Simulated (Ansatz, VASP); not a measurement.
AlN in VASP and in Ansatz

Contents of INCAR:

```
  ALGO = Normal
  EDIFF = 1E-6
  EDIFFG = -0.002
  ENCUT = 520
  GGA = PS
  IBRION = 2
  ISIF = 2
  ISMEAR = 0
  LASPH = T
  LCHARG = F
  LREAL = F
  LWAVE = F
  NELM = 100
  NSW = 50
  PREC = Accurate
  SIGMA = 0.01
```

KPOINTS

```
k-points
0
Gamma
  8 8 8
```

POSCAR

```
AlN
1.0
    0.0109433892      2.1941495319      2.1941495319
    2.1941495319      0.0109433892      2.1941495319
    2.1941495319      2.1941495319      0.0109433892
Al N
1 1
Direct
    0.0000000000      0.0000000000      0.0000000000
    0.2500000000      0.2500000000      0.2500000000
```

Input for Ansatz:

```yaml
crystal:
  lattice:
    - [0.01094338919, 2.19414953189, 2.19414953189]
    - [2.19414953189, 0.01094338919, 2.19414953189]
    - [2.19414953189, 2.19414953189, 0.01094338919]
  atoms:
    - { symbol: Al, position: [0.0, 0.0, 0.0] }
    - { symbol: "N", position: [0.25, 0.25, 0.25] }
kpoints:
  mp_grid: { grid: [8, 8, 8] }
scf:
  occupations: { method: fixed }
  convergence: { dr2_threshold: 1.0e-10 }
hamiltonian:
  xc: pbesol
  pseudopotentials: { kind: all_electron, lapw: { basis_error: 0.0005 } }
output:
  forces: true
  stress: true
  eigenstates:
    kpoints:
      - [0.0, 0.0, 0.0]
      - [0.0, -0.5, -0.5]
      - [-0.5, 0.0, -0.5]
      - [-0.5, -0.5, 0.0]
      - [0.0, 0.5, 0.0]
      - [0.5, 0.0, 0.0]
      - [0.0, 0.0, 0.5]
      - [0.5, 0.5, 0.5]
relax:
  f_tol: 0.002
  max_steps: 30
```

Change from the starting cell: equal xy, yz and zx engineering shears of +0.5 %.

Alike in both runs: task relaxation of the atoms; functional PBEsol; k mesh 8 × 8 × 8; no spin polarisation.

```csv
,VASP,Ansatz
version,VASP 6.6.1,Ansatz 0.2.0
potentials or method,"VASP PAW PBE potentials, release 64 (Al, N), cutoff 520 eV","all-electron LAPW, scalar-relativistic"
occupations,"gaussian, width 0.01 eV",fixed
```

|  | VASP | Ansatz | Ansatz less VASP |
| --- | --- | --- | --- |
| gap on the k mesh at the Fermi level, each at its own relaxed structure (eV) | 3.16 | 3.16 | +0.004 |

VASP's potentials were made for PBE, not for PBEsol. Ansatz ran all-electron here, and VASP with PAW potentials.
